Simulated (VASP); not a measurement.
# AlN in VASP: a series of runs, part 2 of 2

VASP 6.6.1. Earlier steps stand in the parts before.

## 4. Single point, PBE

The input, INCAR:

```
PREC = Accurate ; ENCUT = 520
EDIFF = 1E-6 ; ISMEAR = -1
SIGMA = 0.3275 ; LREAL = F
LASPH = T ; NELM = 60
ALGO = Normal ; ISIF = 2
LWAVE = F ; LCHARG = F
GGA = PE ; NBANDS = 41
ISYM = 0
```

The input, KPOINTS:

```
Automatic mesh
0
Gamma
  1 1 1
```

The input, POSCAR:

```
AlN
1.0
    5.2253880000      0.0754520000     -0.0146810000
    0.0754520000      5.6076760000      0.1886370000
   -0.0146810000      0.1886370000      5.5019230000
Al N
7 7
Direct
    0.5361436733      1.0356785183      1.3750924607
    0.0071136293      0.6313591468      0.6202427296
   -0.1012050055      0.0276237674      0.7802498044
    0.0616580259      0.2179622275      0.2405690630
    0.1373539310      0.7656713399      1.1076913560
    0.4026830494      0.2170002865      0.7857284638
    0.5302986936      0.5053749907      0.1981461560
    0.2659745289      0.8355629890      0.8456515434
    0.4178212871      0.4628060683      0.4994198730
    0.7320827478      0.7794208179      0.1895146664
    0.4692627791     -0.1006682524      0.6615676017
    0.6612361969      1.2278686299      0.0640169181
    0.2262186167      0.4630157653      1.0725094136
    0.9289047812      0.2793242903      0.5324891597
```

Potentials or basis: VASP PAW PBE potentials, release 64 (Al, N).

The run is started by

```sh
> cat potpaw_PBE.64/Al/POTCAR potpaw_PBE.64/N/POTCAR > POTCAR
> mpirun -np 1 vasp_gam > vasp.out
```

OUTCAR:

```text
PREC = Accurate
   ENCUT = 520
   EDIFF = 1E-6
   ISMEAR = -1
   LREAL = F
   LASPH = T
   NELM = 60
   ISIF = 2
   GGA = PE
   ISYM = 0

 ion  position               nearest neighbor table
   1  0.536  0.036  0.375-  11 1.75  10 2.07  12 2.08   6 2.63   4 2.74   7 2.75   3 2.92   4 3.03
                             5 3.04   7 3.19
   2  0.007  0.631  0.620-  14 2.12   8 2.22   9 2.44   3 2.50   5 2.92   5 2.96   6 3.15   4 3.23

[... 225 lines left out ...]
 -----------------------------------------------------------------------------
  energy-cutoff  :      520.00
  volume of cell :      161.00
      direct lattice vectors                 reciprocal lattice vectors
     5.225388000  0.075452000 -0.014681000     0.191412514 -0.002595655  0.000599747
     0.075452000  5.607676000  0.188637000    -0.002595655  0.178568100 -0.006129249
    -0.014681000  0.188637000  5.501923000     0.000599747 -0.006129249  0.181966379

 POSITION                                       TOTAL-FORCE (eV/Angst)
 -----------------------------------------------------------------------------------
      2.79874      0.31128      2.06259         2.414860     -0.680654     -4.743077
      0.07570      3.65800      3.53152         0.617008     -2.589865     -1.668030
      4.68718      0.36990      4.28489        -2.026423      1.929785      0.585548
      0.33510      1.27229      1.36380        -1.284872      0.356710     -0.581006
      0.77392      4.32431      0.73493        -4.767336     -0.418278      6.296618
      2.10901      1.39547      4.35804         0.681683      2.741843      1.025284
      2.80624      2.91137      1.17773         3.773533      0.268236     -0.028973
      1.44045      4.86516      4.80642         3.308507      3.542776     -8.785815
      2.21087      2.72100      2.82894        -1.222252     -1.220842      2.983868
      3.88144      4.46173      1.17897         2.429155      0.319866      1.707756
      2.51022      5.20336      3.80265        -1.042519      0.052424      4.145246
      3.47147      1.33978      0.38549         0.521743     -0.954244     -1.878494
      1.21595      2.62719      0.48296        -3.125892     -1.924177     -1.648189
      4.86715      1.73690      2.96877        -0.277196     -1.423580      2.589264
 -----------------------------------------------------------------------------------
    total drift:                               -0.000209     -0.000842      0.000073

  FREE ENERGIE OF THE ION-ELECTRON SYSTEM (eV)
  ---------------------------------------------------
  free  energy   TOTEN  =       -86.3377496630 eV

  energy  without entropy=      -85.2169747104  energy(sigma->0) =      -85.77736219
```

OSZICAR:

```text
N       E                     dE             d eps       ncg     rms          rms(c)
DAV:   1     0.365992898408E+03    0.36599E+03   -0.28880E+04    82   0.126E+03
DAV:   2    -0.660297864794E+02   -0.43202E+03   -0.41019E+03   115   0.277E+02
DAV:   3    -0.995145594529E+02   -0.33485E+02   -0.33157E+02   100   0.842E+01
DAV:   4    -0.100113105951E+03   -0.59855E+00   -0.59786E+00   100   0.121E+01
DAV:   5    -0.100121971046E+03   -0.88651E-02   -0.88594E-02   100   0.148E+00    0.211E+01
DAV:   6    -0.879038982546E+02    0.12218E+02   -0.81595E+01    91   0.346E+01    0.116E+01
DAV:   7    -0.868721315644E+02    0.10318E+01   -0.21095E+01   108   0.148E+01    0.669E+00
DAV:   8    -0.863947589033E+02    0.47737E+00   -0.18567E+00   100   0.728E+00    0.379E+00
DAV:   9    -0.863630455967E+02    0.31713E-01   -0.60803E-01   108   0.388E+00    0.157E+00
DAV:  10    -0.863386860699E+02    0.24360E-01   -0.10852E-01   116   0.199E+00    0.676E-01
DAV:  11    -0.863380866748E+02    0.59940E-03   -0.39513E-02   108   0.966E-01    0.420E-01
DAV:  12    -0.863375087153E+02    0.57796E-03   -0.59060E-03   108   0.436E-01    0.218E-01
DAV:  13    -0.863377152075E+02   -0.20649E-03   -0.13445E-03   100   0.181E-01    0.830E-02
DAV:  14    -0.863377443873E+02   -0.29180E-04   -0.16481E-04   100   0.714E-02    0.338E-02
DAV:  15    -0.863377483760E+02   -0.39886E-05   -0.27022E-05   108   0.284E-02    0.130E-02
DAV:  16    -0.863377497736E+02   -0.13976E-05   -0.65637E-06   100   0.122E-02    0.405E-03
DAV:  17    -0.863377496630E+02    0.11053E-06   -0.92590E-07    68   0.626E-03
   1 F= -.86337750E+02 E0= -.85777362E+02  d E =-.112077E+01
```

stdout:

```text
POSCAR found type information on POSCAR AlN
 POSCAR found :  2 types and      14 ions
 scaLAPACK will be used
 LDA part: xc-table for (Slater+PW92), standard interpolation
 POSCAR, INCAR and KPOINTS ok, starting setup
 FFT: planning ... GRIDC
 FFT: planning ... GRID_SOFT
 FFT: planning ... GRID
 WAVECAR not read
 entering main loop
```

It took 34 s on 1 thread of Intel Xeon 8259CL, shared host; peak memory 0.23 GiB.

What came out:

```yaml
Free_energy: -86.3377 eV
Pressure: 0.4 GPa
Largest_force: 10.034 eV/Å
Band_gap_on_the_k_mesh: 0.28 eV
```

Forces on the atoms (eV/Å):
```
Al   2.415 -0.681 -4.743
Al   0.617 -2.590 -1.668
Al  -2.026  1.930  0.586
Al  -1.285  0.357 -0.581
Al  -4.767 -0.418  6.297
Al   0.682  2.742  1.025
Al   3.774  0.268 -0.029
N    3.309  3.543 -8.786
N   -1.222 -1.221  2.984
N    2.429  0.320  1.708
N   -1.043  0.052  4.145
N    0.522 -0.954 -1.878
N   -3.126 -1.924 -1.648
N   -0.277 -1.424  2.589
```

Stress tensor (GPa, compression positive):
```
-5.04 -3.15  3.19
-3.15  1.91 -5.73
 3.19 -5.73  4.48
```

Levels at points of the mesh, in eV from the valence-band top:
```
           k point  band 24  band 25  band 26  band 27  band 28  band 29  band 30  band 31  band 32  band 33
(0.00, 0.00, 0.00)    -2.32    -1.94    -1.47    -0.66     0.00     0.28     1.88     2.16     2.58     3.37
```

Caveat: the k points lie up to 1.20 Å⁻¹ apart.

## 5. Single point, PBE

The input, INCAR:

```
SYSTEM = AlN
PREC = Accurate
ENCUT = 520
EDIFF = 1E-7
ISMEAR = -1
SIGMA = 0.2361
LREAL = .False.
LASPH = .True.
NELM = 80
ALGO = Normal
ISIF = 2
LWAVE = .False.
LCHARG = .False.
GGA = PE
ISYM = 0
NBANDS = 41
```

The input, KPOINTS:

```
regular mesh
0
Gamma
  1 1 1
  0 0 0
```

The input, POSCAR:

```
AlN
1.0
    5.2253880000      0.0754520000     -0.0146810000
    0.0754520000      5.6076760000      0.1886370000
   -0.0146810000      0.1886370000      5.5019230000
Al N
7 7
Direct
    0.5389866083      0.0153826073      0.3879711027
   -0.0607398001      0.6014273152      0.6949030066
    0.8171292546      0.0396406920      0.9106580687
   -0.0480029978      0.1874930316      0.3465319571
    0.1392439592      0.7044144881      0.2391659434
    0.4000521190      0.3428356166      0.7716895862
    0.5400343451      0.5321211998      0.1699881110
    0.1270227822      0.8500843239      0.7613162643
    0.3263931049      0.5154055564      0.4766701059
    0.8034755909      0.8596688597      0.2780087018
    0.2838329560      0.9945638232      0.6748281311
    0.5698236747      0.1999887515      0.0626894094
    0.1329088832      0.5346438951     -0.0276932965
    0.7919787723      0.2735399760      0.6721961176
```

The run is started by

```sh
> cat potpaw_PBE.64/Al/POTCAR potpaw_PBE.64/N/POTCAR > POTCAR
> mpirun -np 1 vasp_gam > vasp.out
```

It took 35 s on 1 thread of Intel Xeon 8259CL, shared host; peak memory 0.23 GiB.

The run converged. Its results:

| Item | Value |
| --- | --- |
| Free energy | -89.6973 eV |
| Pressure | 0.5 GPa |
| Largest force | 4.940 eV/Å |
| Band gap on the k mesh | 1.78 eV |

Forces on the atoms (eV/Å):
```
Al  -4.660  0.058  0.721
Al  -1.733 -1.649 -0.113
Al   0.679 -2.500 -0.096
Al   2.720  1.258  0.813
Al  -2.239  1.025  0.583
Al   0.148 -0.768  0.494
Al   1.471 -0.693  0.235
N   -1.441  2.128  0.847
N   -0.111  0.260 -2.958
N    2.629 -2.391  0.114
N    3.555  3.263 -1.058
N   -2.087  1.583  2.589
N    0.904 -3.155  1.842
N    0.163  1.580 -4.013
```

Stress tensor (GPa, compression positive):
```
 7.23 -4.01  3.07
-4.01 -0.22 -2.17
 3.07 -2.17 -5.51
```

Levels at points of the mesh, in eV from the valence-band top:
| k point | band 24 | band 25 | band 26 | band 27 | band 28 | band 29 | band 30 | band 31 | band 32 | band 33 |
| --- | --- | --- | --- | --- | --- | --- | --- | --- | --- | --- |
| (0.00, 0.00, 0.00) | -1.83 | -1.78 | -1.24 | -0.39 | 0.00 | 1.78 | 2.50 | 2.86 | 3.61 | 3.99 |

Caveat: the k points lie up to 1.20 Å⁻¹ apart; the standard files for N, O and F lose accuracy on very short bonds.

## 6. Single point, PBE

The input, INCAR:

```
SYSTEM = AlN
PREC = Accurate
ENCUT = 520
EDIFF = 1E-6
ISMEAR = -1
SIGMA = 0.2361
LREAL = .False.
LASPH = .True.
NELM = 60
ALGO = Normal
ISIF = 2
LWAVE = .False.
LCHARG = .False.
GGA = PE
NBANDS = 41
ISYM = 0
```

The input, KPOINTS:

```
Automatic mesh
0
Gamma
  1 1 1
  0 0 0
```

The input, POSCAR:

```
AlN
1.0
    5.2253880000      0.0754520000     -0.0146810000
    0.0754520000      5.6076760000      0.1886370000
   -0.0146810000      0.1886370000      5.5019230000
Al N
7 7
Direct
    0.6098469989     -0.1792417515      0.2626552189
   -0.0932788479      0.5418029533      0.7272627206
    0.8597187801      0.0612505306      0.8747136983
    0.0932089110      0.1140772683      0.3954146953
    0.1061650730      0.6139239644      0.1653490670
    0.3384127273      0.2293714230      0.8172016039
    0.5696125231      0.3300026993      0.2730608484
    0.1534551490      0.8163783325      0.8306022668
    0.3733742618      0.5721960787      0.4316276611
    0.9419729808      0.8656701623      0.2584194077
    0.2363116200      0.9805103536      0.6802241252
    0.5067102278      0.1170170056      0.0568565347
   -0.0611802579      0.3668300437      0.0153582836
    0.7712815346      0.2443634278      0.5936233932
```

Potentials or basis: VASP PAW PBE potentials, release 64 (Al, N).

The run is started by

```sh
> cat potpaw_PBE.64/Al/POTCAR potpaw_PBE.64/N/POTCAR > POTCAR
> mpirun -np 1 vasp_gam > vasp.out
```

It took 33 s on 1 thread of Intel Xeon 8259CL, shared host; peak memory 0.23 GiB.

Results (log left out):

| Property | Result |
| --- | --- |
| Free energy | -89.8807 eV |
| Pressure | 6.2 GPa |
| Largest force | 6.011 eV/Å |
| Band gap on the k mesh | 1.33 eV |

Forces on the atoms (eV/Å):
```
Al  -2.671 -0.012  0.418
Al  -0.294  0.966 -1.625
Al  -1.597 -0.293  1.561
Al  -1.673  0.423 -0.877
Al   2.918 -0.909 -0.314
Al   0.876  4.881 -2.013
Al   1.244  1.830  2.504
N   -2.730 -4.988  0.904
N    0.418 -1.939 -2.608
N   -2.001  1.290  0.570
N    2.212  0.810 -1.803
N    2.194 -3.839  4.072
N    1.857  0.987  2.013
N   -0.753  0.793 -2.805
```

Stress tensor (GPa, compression positive):
```
10.98  0.46  6.92
 0.46  1.93  0.19
 6.92  0.19  5.64
```

Levels at points of the mesh, in eV from the valence-band top:
| k point | band 24 | band 25 | band 26 | band 27 | band 28 | band 29 | band 30 | band 31 | band 32 | band 33 |
| --- | --- | --- | --- | --- | --- | --- | --- | --- | --- | --- |
| (0.00, 0.00, 0.00) | -1.79 | -1.54 | -0.84 | -0.35 | 0.00 | 1.33 | 2.46 | 2.96 | 3.59 | 4.41 |

Caveat: the k points lie up to 1.20 Å⁻¹ apart.
